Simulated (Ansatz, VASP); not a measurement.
# Ta in VASP and in Ansatz

```
CELL_PARAMETERS angstrom
0.00000 3.18094 3.18094
3.18094 0.00000 3.18094
3.18094 3.18094 0.00000
ATOMIC_POSITIONS crystal
Ta 0.25000 0.25000 0.25000
Ta 0.75000 0.75000 0.75000
Ta 0.50000 0.50000 0.50000
```

Alike in both runs: functional PBE; k mesh 6 × 6 × 6; occupations gaussian, width 0.1 eV; no spin polarisation.

Ansatz relaxed the structure, and its values are those at the end. VASP's run is a single point on that final structure, the one shown.

|  | VASP | Ansatz |
| --- | --- | --- |
| version | VASP 6.6.1 | Ansatz 0.2.0 |
| potentials or method | VASP PAW PBE potentials, release 64 (Ta_pv), cutoff 520 eV | scalar-relativistic, plane waves, PAW |
| valence electrons in the cell | 33 | 39 |

|  | VASP | Ansatz | Ansatz less VASP |
| --- | --- | --- | --- |
| gap on the k mesh at the Fermi level (eV) | none | none | - |
| pressure (GPa) | 0.0 | 0.0 | -0.07 |

A gap of «none» marks a metal or a gap that the smearing closes. With one functional, cell and mesh, what is left measures potentials, basis and numerics. VASP's potentials hold 33 valence electrons a cell and Ansatz's 39, so a difference there can come from the potentials and not from the codes.

Spin-orbit coupling is off throughout.
